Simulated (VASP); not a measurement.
# Pd (Im-3m) in VASP: notebook, part 2 of 2

VASP 6.6.1. The steps go on from the part before.

## Step 3: Single point, PBE

INCAR

```
SYSTEM = Pd
  PREC = Accurate
  ENCUT = 500
  EDIFF = 1E-6
  ISMEAR = 0
  SIGMA = 0.02
  LREAL = .FALSE.
  LASPH = .TRUE.
  NELM = 120
  ALGO = Normal
  ISIF = 2
  LWAVE = .FALSE.
  LCHARG = .FALSE.
  GGA = PE
  NBANDS = 11
  GGA_COMPAT = .FALSE.
```

KPOINTS

```
Automatic mesh
0
G
  12 12 12
  0 0 0
```

POSCAR

```
Pd
1.0
   -1.5722810000      1.5722810000      1.5722810000
    1.5722810000     -1.5722810000      1.5722810000
    1.5722810000      1.5722810000     -1.5722810000
Pd
1
Direct
    0.0000000000      0.0000000000      0.0000000000
```

Potentials or basis: VASP PAW PBE potentials, release 64 (Pd).

The run is started by

```console
cat potpaw_PBE.64/Pd/POTCAR > POTCAR
mpirun -np 1 vasp_std > vasp.out
```

Run time: 8.3 s. Hardware: 1 thread of AMD EPYC 7R43 (Zen 3), shared host; peak memory 0.09 GiB.

The run converged. Its results:

```yaml
Free_energy: -5.1753 eV
Pressure: -1.5 GPa
Band_gap_on_the_k_mesh: zero (bands 5 and 6 overlap by 1.54 eV)
```

Levels at points of the mesh, in eV from the Fermi level:
```csv
k point,band 1,band 2,band 3,band 4,band 5,band 6,band 7,band 8,band 9,band 10
"(0.00, 0.00, 0.00)",-6.70,-2.69,-2.69,-2.69,-0.85,-0.85,19.31,19.31,19.31,27.15
"(0.50, 0.00, 0.00)",-4.87,-3.80,-0.92,-0.64,0.58,1.54,7.57,15.06,17.40,23.68
"(0.50, 0.50, 0.50)",-4.79,-4.79,0.23,0.23,0.23,9.09,9.09,9.09,16.95,17.12
```

## Step 4: Single point, PBE+D3(BJ)

INCAR

```
ALGO = Normal
EDIFF = 1E-6
ENCUT = 500
GGA = PE
GGA_COMPAT = F
ISIF = 2
ISMEAR = 1
IVDW = 12
LASPH = T
LCHARG = T
LELF = T
LREAL = F
LVHAR = T
LWAVE = F
NBANDS = 11
NELM = 120
PREC = Accurate
SIGMA = 0.2
```

KPOINTS

```
k-points
0
Gamma
  12 12 12
```

POSCAR is that of step 3.

The run is started by

```console
cat potpaw_PBE.64/Pd/POTCAR > POTCAR
mpirun -np 1 vasp_std > vasp.out
```

Run time: 11 s. Hardware: 1 thread of AMD EPYC 7R43 (Zen 3), shared host; peak memory 0.1 GiB.

The run converged. Its results:

```yaml
Free_energy: -5.8065 eV
Pressure: -8.2 GPa
Band_gap_on_the_k_mesh: zero (bands 5 and 6 overlap by 1.54 eV)
Dispersion_energy_per_atom: -0.632 eV
```

Levels at points of the mesh, in eV from the Fermi level:
```tsv
k point	band 1	band 2	band 3	band 4	band 5	band 6	band 7	band 8	band 9	band 10
(0.00, 0.00, 0.00)	-6.71	-2.71	-2.71	-2.71	-0.87	-0.87	19.29	19.29	19.29	27.18
(0.50, 0.00, 0.00)	-4.89	-3.82	-0.94	-0.65	0.57	1.52	7.55	15.04	17.38	23.66
(0.50, 0.50, 0.50)	-4.81	-4.81	0.21	0.21	0.21	9.08	9.08	9.08	16.93	17.11
```

Caveat: the cell stands under tension.

## Step 5: Single point, PBE

INCAR

```
SYSTEM = Pd
PREC = Accurate
ENCUT = 500
EDIFF = 1E-6
ISMEAR = 0
SIGMA = 0.02
LREAL = .False.
LASPH = .True.
NELM = 120
ALGO = Normal
ISIF = 2
LWAVE = .False.
LCHARG = .False.
GGA = PE
NBANDS = 11
GGA_COMPAT = .False.
```

KPOINTS

```
Automatic mesh
0
Gamma
  12 12 12
  0 0 0
```

POSCAR

```
Pd
1.0
    2.7232705800      0.0000000000      0.0000000000
   -0.9077568598      2.5675241256      0.0000000000
   -0.9077568598     -1.2837620624      2.2235411178
Pd
1
Direct
    0.0000000000      0.0000000000      0.0000000000
```

Potentials or basis: VASP PAW PBE potentials, release 64 (Pd).

The run is started by

```console
cat potpaw_PBE.64/Pd/POTCAR > POTCAR
mpirun -np 1 vasp_std > vasp.out
```

OUTCAR:

```text
SYSTEM = Pd
   PREC = Accurate
   ENCUT = 500
   EDIFF = 1E-6
   ISMEAR = 0
   LREAL = .False.
   LASPH = .True.
   NELM = 120
   ISIF = 2
   GGA = PE

 ion  position               nearest neighbor table
   1  0.000  0.000  0.000-

  LATTYP: Found a body centered cubic cell.
 ALAT       =     3.1445620049

  Lattice vectors:

 A1 = (   2.7232705800,   0.0000000000,   0.0000000000)
 A2 = (  -0.9077568598,   2.5675241256,   0.0000000000)
 A3 = (  -0.9077568598,  -1.2837620624,   2.2235411178)

Analysis of symmetry for initial positions (statically):
=====================================================================
 Subroutine PRICEL returns:
 Original cell was already a primitive cell.

 Routine SETGRP: Setting up the symmetry group for a
 body centered cubic supercell.

 Subroutine GETGRP returns: Found 48 space group operations
 (whereof 48 operations were pure point group operations)
 out of a pool of 48 trial point group operations.

The static configuration has the point symmetry O_h .

Analysis of symmetry for dynamics (positions and initial velocities):
=====================================================================
 Subroutine PRICEL returns:
 Original cell was already a primitive cell.
[... 158 lines left out ...]
 fundamental gap:      0.0105206123
 Fermi energy:         8.8839536577

 k-point     1 :       0.0000    0.0000    0.0000
  band No.  band energies     occupation
      1       2.1889      2.00000
      2       6.1910      2.00000
      3       6.1910      2.00000
      4       6.1910      2.00000
      5       8.0314      2.00000
      6       8.0314      2.00000
      7      28.1923      0.00000
      8      28.1923      0.00000
      9      28.1923      0.00000
     10      36.1700      0.00000
     11      36.2089      0.00000
[... 309 lines left out ...]
 k-point    24 :       0.4167    0.0833    0.0833
  band No.  band energies     occupation
      1       4.3711      2.00000
      2       5.0872      2.00000
      3       7.9240      2.00000
      4       8.0374      2.00000
      5       8.2558      2.00000
      6      12.4234      0.00000
      7      16.4287      0.00000
      8      23.1999      0.00000
      9      23.9695      0.00000
     10      32.9728      0.00000
     11      35.4023      0.00000

 [... further k-points ...]
[... 5 lines left out ...]
  --------------------------------------------------------------------------------------
  -------------------------------------------------------------------------------------
  Total       -0.1435573     -0.1435573     -0.1435573     -0.0000000     -0.0000000     -0.0000000
  in kB      -14.7939957    -14.7939957    -14.7939957     -0.0000000     -0.0000000     -0.0000000
  external PRESSURE =     -14.7939957 kB  Pullay stress =       0.0000000 kB

 VOLUME and BASIS-vectors are now :
 -----------------------------------------------------------------------------
  energy-cutoff  :      500.00
  volume of cell :       15.55
      direct lattice vectors                 reciprocal lattice vectors
     2.723270580  0.000000000  0.000000000     0.367205524  0.129826758  0.224866541
    -0.907756860  2.567524126  0.000000000     0.000000000  0.389480274  0.224866541
    -0.907756860 -1.283762062  2.223541118     0.000000000  0.000000000  0.449733082

 POSITION                                       TOTAL-FORCE (eV/Angst)
 -----------------------------------------------------------------------------------
      0.00000      0.00000      0.00000        -0.000000     -0.000000      0.000000
 -----------------------------------------------------------------------------------
    total drift:                               -0.000000      0.000000     -0.000000

  FREE ENERGIE OF THE ION-ELECTRON SYSTEM (eV)
  ---------------------------------------------------
  free  energy   TOTEN  =        -5.1752570533 eV

  energy  without entropy=       -5.1747465358  energy(sigma->0) =       -5.17500179
```

OSZICAR:

```text
N       E                     dE             d eps       ncg     rms          rms(c)
DAV:   1     0.421927013908E+02    0.42193E+02   -0.50454E+03  1592   0.823E+02
DAV:   2    -0.478022011780E+01   -0.46973E+02   -0.45023E+02  1770   0.178E+02
DAV:   3    -0.542554094142E+01   -0.64532E+00   -0.64102E+00  1865   0.219E+01
DAV:   4    -0.542863050525E+01   -0.30896E-02   -0.30892E-02  1889   0.165E+00
DAV:   5    -0.542866490449E+01   -0.34399E-04   -0.34399E-04  2014   0.155E-01    0.657E+00
DAV:   6    -0.518552421843E+01    0.24314E+00   -0.10708E+00  1938   0.826E+00    0.322E+00
DAV:   7    -0.517822694060E+01    0.72973E-02   -0.64796E-03  1978   0.653E-01    0.177E+00
DAV:   8    -0.517525123262E+01    0.29757E-02   -0.95961E-04  1923   0.216E-01    0.470E-02
DAV:   9    -0.517525378636E+01   -0.25537E-05   -0.73678E-06  2055   0.235E-02    0.109E-02
DAV:  10    -0.517525697897E+01   -0.31926E-05   -0.13487E-06  1961   0.111E-02    0.703E-04
DAV:  11    -0.517525705326E+01   -0.74283E-07   -0.49250E-08  1206   0.181E-03
   1 F= -.51752571E+01 E0= -.51750018E+01  d E =-.510517E-03
```

It took 11 s on 1 thread of AMD EPYC 7R43 (Zen 3), shared host; peak memory 0.1 GiB.

What came out:

```
Free energy            : -5.1753 eV
Pressure               : -1.5 GPa
Band gap on the k mesh : zero (bands 5 and 6 overlap by 1.54 eV)
```

## Step 6: Summary

```tsv
level	smearing	gap on the mesh (eV)	pressure (GPa)
PBE	gaussian 0.1 eV	none	-1.4
PBE	gaussian 0.02 eV	none	-1.5
PBE+D3(BJ)	methfessel-paxton 0.2 eV	none	-8.2
```

Alike in all rows: task single point; potentials or basis VASP PAW PBE potentials, release 64 (Pd); no spin polarisation; cell a = 2.723 Å, angles 109.5°, 1 atom; k mesh 12 × 12 × 12; cutoff (eV) 500.

Caveats: the cell stands under tension (at least some runs).

Total energies depend on the potentials used, so only differences within one code and one set of settings carry meaning.

The gap in the log of VASP goes by the Fermi energy; the results here count the filled bands.